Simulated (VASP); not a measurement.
# Ti (I4/mmm) in VASP: a series of runs

The runs below take Ti through electric field gradients, with PBEsol.

All numbers are computed with VASP 6.6.1; they aren't measurements. Logs are shortened: lines on timing, memory, paths and dates and some standing lists are left out, and cuts for length are marked.

## (1) The cell of the first run

The structure is tetragonal, space group I4/mmm (No. 139). The conventional cell has a = 3.282 Å, b = 3.282 Å, c = 3.380 Å, α = 90.00°, β = 90.00°, γ = 90.00°. Within 3.8 Å of Ti (site symmetry 4/mmm) lie 14 Ti at 2.87 to 3.38 Å.

## (2) Electric field gradients, PBEsol (zz strain of +3 %)

Contents of INCAR:

```
SYSTEM = Ti
  PREC = Accurate
  ENCUT = 400
  EDIFF = 1E-8
  ISMEAR = -1
  SIGMA = 0.05
  LREAL = .FALSE.
  LASPH = .TRUE.
  NELM = 120
  ALGO = Normal
  ISIF = 2
  LWAVE = .FALSE.
  LCHARG = .FALSE.
  GGA = PS
  LEFG = .TRUE.
  NBANDS = 12
  GGA_COMPAT = .FALSE.
```

Contents of KPOINTS:

```
regular mesh
0
G
  14 14 14
  0 0 0
```

Contents of POSCAR:

```
Ti
1.0
   -1.6410000000      1.6410000000      1.6902300000
    1.6410000000     -1.6410000000      1.6902300000
    1.6410000000      1.6410000000     -1.6902300000
Ti
1
Direct
    0.0000000000      0.0000000000      0.0000000000
```

Potentials or basis: VASP PAW PBE potentials, release 64 (Ti_sv).

Run with:

```console
$ cat potpaw_PBE.64/Ti_sv/POTCAR > POTCAR
$ mpirun -np 1 vasp_std > vasp.out
```

OUTCAR:

```text
SYSTEM = Ti
   PREC = Accurate
   ENCUT = 400
   EDIFF = 1E-8
   ISMEAR = -1
   LREAL = .FALSE.
   LASPH = .TRUE.
   NELM = 120
   ISIF = 2
   GGA = PS

 ion  position               nearest neighbor table
   1  0.000  0.000  0.000-

  LATTYP: Found a body centered tetragonal cell.
 ALAT       =     3.2820000000
 C/A-ratio  =     1.0300000000

  Lattice vectors:

 A1 = (  -1.6410000000,   1.6410000000,   1.6902300000)
 A2 = (   1.6410000000,  -1.6410000000,   1.6902300000)
 A3 = (   1.6410000000,   1.6410000000,  -1.6902300000)

Analysis of symmetry for initial positions (statically):
=====================================================================
 Subroutine PRICEL returns:
 Original cell was already a primitive cell.

 Routine SETGRP: Setting up the symmetry group for a
 body centered tetragonal supercell.

 Subroutine GETGRP returns: Found 16 space group operations
 (whereof 16 operations were pure point group operations)
 out of a pool of 16 trial point group operations.

The static configuration has the point symmetry D_4h.

Analysis of symmetry for dynamics (positions and initial velocities):
=====================================================================
 Subroutine PRICEL returns:
 Original cell was already a primitive cell.

 Routine SETGRP: Setting up the symmetry group for a
 body centered tetragonal supercell.

 Subroutine GETGRP returns: Found 16 space group operations
 (whereof 16 operations were pure point group operations)
 out of a pool of 16 trial point group operations.

The dynamic configuration has the point symmetry D_4h.

 Subroutine INISYM returns: Found 16 space group operations
 (whereof 16 operations are pure point group operations),
 and found     1 'primitive' translations

----------------------------------------------------------------------------------------

                                     Primitive cell

  volume of cell :      18.2064

  direct lattice vectors                    reciprocal lattice vectors
    -1.641000000  1.641000000  1.690230000     0.000000000  0.304692261  0.295817729
     1.641000000 -1.641000000  1.690230000     0.304692261  0.000000000  0.295817729
     1.641000000  1.641000000 -1.690230000     0.304692261  0.304692261  0.000000000

  length of vectors
     2.870999731  2.870999731  2.870999731     0.424671052  0.424671052  0.430899928

  position of ions in fractional coordinates (direct lattice)
     0.000000000  0.000000000  0.000000000

  ion indices of the primitive-cell ions
   primitive index   ion index
                 1           1

----------------------------------------------------------------------------------------

 KPOINTS: regular mesh

Automatic generation of k-mesh.
 Grid dimensions read from file:
 generate k-points for:   14   14   14

 Generating k-lattice:

  Cartesian coordinates                     Fractional coordinates (reciprocal lattice)
     0.000000000  0.021763733  0.021129838     0.071428571  0.000000000  0.000000000
     0.021763733  0.000000000  0.021129838     0.000000000  0.071428571  0.000000000
     0.021763733  0.021763733  0.000000000     0.000000000  0.000000000  0.071428571

  Length of vectors
     0.030333647  0.030333647  0.030778566

  Shift w.r.t. Gamma in fractional coordinates (k-lattice)
     0.000000000  0.000000000  0.000000000

 Subroutine IBZKPT returns following result:
 ===========================================

 Found    244 irreducible k-points:

 Following reciprocal coordinates:
            Coordinates               Weight
  0.000000  0.000000  0.000000      1.000000
  0.071429  0.000000  0.000000      8.000000
  0.142857 -0.000000  0.000000      8.000000
  0.214286  0.000000 -0.000000      8.000000
  0.285714 -0.000000  0.000000      8.000000
  0.357143  0.000000 -0.000000      8.000000
[... 16 lines left out ...]
  0.214286  0.142857  0.000000     16.000000
  0.285714  0.142857  0.000000     16.000000
 [... further k-points ...]
   k-points           NKPTS =    244   k-points in BZ     NKDIM =    244   number of bands    NBANDS=     12
   number of dos      NEDOS =    301   number of ions     NIONS =      1
   total plane-waves  NPLWV =   8000
   dimension x,y,z NGX =    20 NGY =   20 NGZ =   20
   dimension x,y,z NGXF=    40 NGYF=   40 NGZF=   40
   ions per type =               1
   NGX,Y,Z   is equivalent  to a cutoff of  11.58, 11.58, 11.58 a.u.
   NGXF,Y,Z  is equivalent  to a cutoff of  23.16, 23.16, 23.16 a.u.
 SYSTEM =  Ti
   PREC   = accura    normal or accurate (medium, high low for compatibility)
   ISTART =      0    job   : 0-new  1-cont  2-samecut
   ICHARG =      2    charge: 1-file 2-atom 10-const
   ISPIN  =      1    spin polarized calculation?
   LNONCOLLINEAR =      F non collinear calculations
   LSORBIT =      F    spin-orbit coupling
   LASPH  =      T    aspherical Exc in radial PAW
   ENCUT  =  400.0 eV  29.40 Ry    5.42 a.u.   4.68  4.68  4.68*2*pi/ulx,y,z
   NELM   =    120;   NELMIN=  2; NELMDL= -5     # of ELM steps
   EDIFF  = 0.1E-07   stopping-criterion for ELM
   LREAL  =      F    real-space projection
   EDIFFG = 0.1E-06   stopping-criterion for IOM
   NSW    =      0    number of steps for IOM
   IBRION =     -1    ionic relax: 0-MD 1-quasi-New 2-CG
   NFREE  =      0    steps in history (QN), initial steepest desc. (CG)
   ISIF   =      2    stress and relaxation
   ISYM   =      2    0-nonsym 1-usesym 2-fastsym
   POTIM  = 0.5000    time-step for ionic-motion
   TEBEG  =    0.0;   TEEND  =   0.0 temperature during run
   PSTRESS=    0.0 pullay stress
   NELECT =      12.0000    total number of electrons
   NUPDOWN=      -1.0000    fix difference up-down
   EMIN   =  10.00;   EMAX   =-10.00  energy-range for DOS
   EFERMI =   0.00;   METHOD = LEGACY
   ISMEAR =    -1;   SIGMA  =   0.05  broadening in eV -4-tet -1-fermi 0-gaus
   EFERMI_NEDOS =   21; number of points for ismear=-14 and -15
   IALGO  =     38    algorithm
   IMIX   =      4    mixing-type and parameters
     AMIX     =   0.40;   BMIX     =  1.00
     AMIX_MAG =   1.60;   BMIX_MAG =  1.00
  volume/ion in A,a.u.               =      18.21       122.86
  Fermi-wavevector in a.u.,A,eV,Ry     =   1.424714  2.692318 27.617229  2.029809
  Thomas-Fermi vector in A             =   2.545175
   LORBIT       =      0    0 simple, 1 ext, 2 COOP (PROOUT), +10 PAW based schemes
   GGA     = PS    functional components
   LHFCALC =     F    Hartree Fock is set to
   AEXX    =    0.0000 exact exchange contribution
   IVDW    =     0    specifies the selected vdW correction
   LEPSILON=     F    determine dielectric tensor
   LRPA    =     F    only Hartree local field effects (RPA)
 non-spin polarized calculation
  energy-cutoff  :      400.00
  volume of cell :       18.21
 maximum number of plane-waves:       342
   NGX =  9   NGY =  9   NGZ =  9

 number of electron      11.9999993 magnetization

 Free energy of the ion-electron system (eV)
  ---------------------------------------------------
  ext. energy  EPLUGINS =         0.00000000
  ---------------------------------------------------
  free energy    TOTEN  =        -8.18681645 eV

  energy without entropy =       -8.16568218  energy(sigma->0) =       -8.17624931

 E-fermi :   7.4815     XC(G=0): -11.4097

 val. band max:        7.4791357201   @ k =  -0.3571   0.1429   0.0000
 cond. band min:       7.4898361334   @ k =  -0.1429  -0.2857   0.0714
 fundamental gap:      0.0107004133
 Fermi energy:         7.4815249833

 k-point     1 :       0.0000    0.0000    0.0000
  band No.  band energies     occupation
      1     -48.9050      2.00000
      2     -24.9150      2.00000
      3     -24.9150      2.00000
      4     -24.9123      2.00000
      5       1.6587      2.00000
      6       8.3618      0.00000
      7       8.3618      0.00000
      8       8.5544      0.00000
      9       9.9755      0.00000
     10      10.1978      0.00000
     11      24.2445      0.00000
     12      24.7411      0.00000

 k-point     2 :       0.0714    0.0000    0.0000
  band No.  band energies     occupation
      1     -48.8992      2.00000
      2     -24.9438      2.00000
      3     -24.9241      2.00000
      4     -24.9135      2.00000
      5       1.8252      2.00000
      6       8.3436      0.00000
      7       8.3507      0.00000
      8       8.6126      0.00000
      9       9.9118      0.00000
     10      10.1790      0.00000
     11      24.0893      0.00000
     12      24.5695      0.00000

 k-point     3 :       0.1429   -0.0000    0.0000
  band No.  band energies     occupation
      1     -48.8842      2.00000
      2     -25.0275      2.00000
      3     -24.9495      2.00000
      4     -24.9135      2.00000
      5       2.3022      2.00000
      6       8.1858      0.00000
      7       8.2470      0.00000
      8       8.9268      0.00000
      9       9.7739      0.00000
     10      10.1648      0.00000
     11      23.2080      0.00000
     12      24.1943      0.00000
[... 286 lines left out ...]
 k-point    23 :       0.2143    0.1429    0.0000
  band No.  band energies     occupation
      1     -48.8290      2.00000
      2     -25.2939      2.00000
      3     -25.0417      2.00000
      4     -24.9429      2.00000
      5       4.2716      2.00000
      6       7.4581      1.23036
      7       7.6829      0.03498
      8       9.6731      0.00000
      9      10.2658      0.00000
     10      10.5969      0.00000
     11      19.8814      0.00000
     12      21.0383      0.00000

 k-point    24 :       0.2857    0.1429    0.0000
  band No.  band energies     occupation
      1     -48.8087      2.00000
      2     -25.3804      2.00000
      3     -25.0895      2.00000
      4     -24.9465      2.00000
      5       5.0340      2.00000
      6       7.2854      1.96116
      7       7.5486      0.41441
      8       9.8339      0.00000
      9      10.3210      0.00000
     10      11.3256      0.00000
     11      17.9414      0.00000
     12      20.3299      0.00000

 [... further k-points ...]
[... 5 lines left out ...]
  --------------------------------------------------------------------------------------
  -------------------------------------------------------------------------------------
  Total       -1.1501053     -1.1501053     -1.0761340      0.0000000     -0.0000000      0.0000000
  in kB     -101.2104198   -101.2104198    -94.7008711      0.0000000     -0.0000000      0.0000000
  external PRESSURE =     -99.0405702 kB  Pullay stress =       0.0000000 kB

 VOLUME and BASIS-vectors are now :
 -----------------------------------------------------------------------------
  energy-cutoff  :      400.00
  volume of cell :       18.21
      direct lattice vectors                 reciprocal lattice vectors
    -1.641000000  1.641000000  1.690230000     0.000000000  0.304692261  0.295817729
     1.641000000 -1.641000000  1.690230000     0.304692261  0.000000000  0.295817729
     1.641000000  1.641000000 -1.690230000     0.304692261  0.304692261  0.000000000

 POSITION                                       TOTAL-FORCE (eV/Angst)
 -----------------------------------------------------------------------------------
      0.00000      0.00000      0.00000         0.000000      0.000000     -0.000000
 -----------------------------------------------------------------------------------
    total drift:                                0.000000     -0.000000      0.000000

  FREE ENERGIE OF THE ION-ELECTRON SYSTEM (eV)
  ---------------------------------------------------
  free  energy   TOTEN  =        -8.1868164465 eV

  energy  without entropy=       -8.1656821762  energy(sigma->0) =       -8.17624931

 Electric field gradients (V/A^2)
---------------------------------------------------------------------
 ion       V_xx      V_yy      V_zz      V_xy      V_xz      V_yz
---------------------------------------------------------------------
   1      -0.145    -0.145     0.290    -0.002    -0.002    -0.002
---------------------------------------------------------------------

 Electric field gradients after diagonalization (V/A^2)
 (convention: |V_zz| > |V_xx| > |V_yy|)
----------------------------------------------------------------------
 ion       V_xx      V_yy      V_zz     asymmetry (V_yy - V_xx)/ V_zz
----------------------------------------------------------------------
   1      -0.147    -0.143     0.290       0.014
----------------------------------------------------------------------

           NMR quadrupolar parameters

 Cq : quadrupolar parameter    Cq=e*Q*V_zz/h
 eta: asymmetry parameters     (V_yy - V_xx)/ V_zz
 Q  : nuclear electric quadrupole moment in mb (millibarn)
----------------------------------------------------------------------
 ion       Cq(MHz)       eta       Q (mb)
----------------------------------------------------------------------
   1       0.001       0.014       1.000
----------------------------------------------------------------------
```

It took 42 s on 1 thread of Intel Xeon Platinum 8375C at 2.90GHz (Ice Lake), shared host; peak memory 0.14 GiB.

Results:

```
Free energy                             : -8.1868 eV
Pressure                                : -9.9 GPa
Band gap on the k mesh                  : zero (bands 6 and 7 overlap by 1.51 eV)
Largest electric field gradient by atom : Ti +0.29 V/Å²
```

Caveat: the cell differs from its parent crystal (zz strain of +3 %); the cell stands under tension; without QUAD_EFG the Cq values of the log hold for a quadrupole moment of 1 mb, not for the nuclei; the PAW data sets were made with another functional, which shifts forces and pressure a little.

## (3) Electric field gradients, PBEsol (equal xx and yy strain of +3 %)

Contents of INCAR:

```
PREC = Accurate
ENCUT = 400
EDIFF = 1E-8
ISMEAR = -1
SIGMA = 0.05
LREAL = F
LASPH = T
NELM = 120
ALGO = Normal
ISIF = 2
LWAVE = F
LCHARG = F
GGA = PS
LEFG = T
NBANDS = 12
GGA_COMPAT = F
```

Contents of KPOINTS:

```
Automatic mesh
0
Gamma
  14 14 14
```

Contents of POSCAR:

```
Ti
1.0
   -1.6902300000      1.6902300000      1.6410000000
    1.6902300000     -1.6902300000      1.6410000000
    1.6902300000      1.6902300000     -1.6410000000
Ti
1
Direct
    0.0000000000      0.0000000000      0.0000000000
```

Potentials or basis: VASP PAW PBE potentials, release 64 (Ti_sv).

Run with:

```console
$ cat potpaw_PBE.64/Ti_sv/POTCAR > POTCAR
$ mpirun -np 1 vasp_std > vasp.out
```

OUTCAR:

```text
PREC = Accurate
   ENCUT = 400
   EDIFF = 1E-8
   ISMEAR = -1
   LREAL = F
   LASPH = T
   NELM = 120
   ISIF = 2
   GGA = PS

 ion  position               nearest neighbor table
   1  0.000  0.000  0.000-

  LATTYP: Found a body centered tetragonal cell.
 ALAT       =     3.3804600000
 C/A-ratio  =     0.9708737864

  Lattice vectors:

 A1 = (  -1.6902300000,   1.6902300000,   1.6410000000)
 A2 = (   1.6902300000,  -1.6902300000,   1.6410000000)
 A3 = (   1.6902300000,   1.6902300000,  -1.6410000000)

[... 563 lines left out ...]
    total drift:                                0.000000     -0.000000      0.000000

  FREE ENERGIE OF THE ION-ELECTRON SYSTEM (eV)
  ---------------------------------------------------
  free  energy   TOTEN  =        -8.1518886213 eV

  energy  without entropy=       -8.1301732051  energy(sigma->0) =       -8.14103091

 Electric field gradients (V/A^2)
---------------------------------------------------------------------
 ion       V_xx      V_yy      V_zz      V_xy      V_xz      V_yz
---------------------------------------------------------------------
   1       0.096     0.096    -0.193    -0.002    -0.003    -0.003
---------------------------------------------------------------------

 Electric field gradients after diagonalization (V/A^2)
 (convention: |V_zz| > |V_xx| > |V_yy|)
----------------------------------------------------------------------
 ion       V_xx      V_yy      V_zz     asymmetry (V_yy - V_xx)/ V_zz
----------------------------------------------------------------------
   1       0.099     0.094    -0.193       0.025
----------------------------------------------------------------------

           NMR quadrupolar parameters

 Cq : quadrupolar parameter    Cq=e*Q*V_zz/h
 eta: asymmetry parameters     (V_yy - V_xx)/ V_zz
 Q  : nuclear electric quadrupole moment in mb (millibarn)
----------------------------------------------------------------------
 ion       Cq(MHz)       eta       Q (mb)
----------------------------------------------------------------------
   1      -0.000       0.025       1.000
----------------------------------------------------------------------
```

OSZICAR:

```text
N       E                     dE             d eps       ncg     rms          rms(c)
DAV:   1     0.758599754435E+02    0.75860E+02   -0.56669E+03  5920   0.100E+03
DAV:   2    -0.591020962819E+01   -0.81770E+02   -0.79686E+02  6012   0.268E+02
DAV:   3    -0.941459450741E+01   -0.35044E+01   -0.34693E+01  7824   0.590E+01
DAV:   4    -0.948914415738E+01   -0.74550E-01   -0.74482E-01  6544   0.784E+00
DAV:   5    -0.949105271071E+01   -0.19086E-02   -0.19085E-02  6980   0.111E+00    0.819E+00
DAV:   6    -0.815460440093E+01    0.13364E+01   -0.33301E+00  6304   0.247E+01    0.187E+00
DAV:   7    -0.814803690436E+01    0.65675E-02   -0.68208E-02  6768   0.246E+00    0.117E+00
DAV:   8    -0.815157698712E+01   -0.35401E-02   -0.28507E-02  6292   0.206E+00    0.946E-02
DAV:   9    -0.815187346418E+01   -0.29648E-03   -0.10541E-03  6988   0.325E-01    0.514E-02
DAV:  10    -0.815189084512E+01   -0.17381E-04   -0.17674E-04  6316   0.120E-01    0.140E-02
DAV:  11    -0.815188864424E+01    0.22009E-05   -0.22758E-05  6440   0.679E-02    0.834E-03
DAV:  12    -0.815188857175E+01    0.72494E-07   -0.19706E-06  7620   0.155E-02    0.503E-04
DAV:  13    -0.815188864960E+01   -0.77848E-07   -0.50894E-08  6504   0.231E-03    0.576E-04
DAV:  14    -0.815188862537E+01    0.24228E-07   -0.63138E-09  4024   0.132E-03    0.120E-04
DAV:  15    -0.815188862133E+01    0.40404E-08   -0.58535E-10  3092   0.285E-04
   1 F= -.81518886E+01 E0= -.81410309E+01  d E =-.217154E-01
```

Run time: 45 s. Hardware: 1 thread of Intel Xeon Platinum 8375C at 2.90GHz (Ice Lake), shared host; peak memory 0.15 GiB.

Results:

| Property | Result |
| --- | --- |
| Free energy | -8.1519 eV |
| Pressure | -12.1 GPa |
| Band gap on the k mesh | zero (bands 6 and 7 overlap by 1.49 eV) |
| Largest electric field gradient by atom | Ti -0.19 V/Å² |

Caveat: the cell differs from its parent crystal (equal xx and yy strain of +3 %); the cell stands under tension; without QUAD_EFG the Cq values of the log hold for a quadrupole moment of 1 mb, not for the nuclei; the PAW data sets were made with another functional, which shifts forces and pressure a little.

[end of part 1 of 2]
